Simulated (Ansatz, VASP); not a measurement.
One calculation of Pd, two programs

```
CELL_PARAMETERS angstrom
0.00000 2.30618 2.30618
2.30618 0.00000 2.30618
2.30618 2.30618 0.00000
ATOMIC_POSITIONS crystal
Pd 0.87500 0.87500 0.87500
Pd 0.12500 0.12500 0.12500
```

Change from the starting cell: volume scaled by 0.5, LAPW.

Alike in both runs: task single point; functional PBE; k mesh 12 × 12 × 12; occupations fermi-dirac, width 0.08 eV; no spin polarisation.

|  | VASP | Ansatz |
| --- | --- | --- |
| version | VASP 6.6.1 | Ansatz 0.2.0 |
| potentials or method | VASP PAW PBE potentials, release 64 (Pd), cutoff 520 eV | all-electron LAPW, scalar-relativistic |

Ansatz gave:

- pressure (GPa): 280.3

Estimate VASP's values.

pressure (GPa): 249.2.

The pressures are high and differ by over a tenth, so treat them with care. Ansatz ran all-electron here, and VASP with PAW potentials.

Noted on VASP's run: the cell as given lies far from equilibrium.
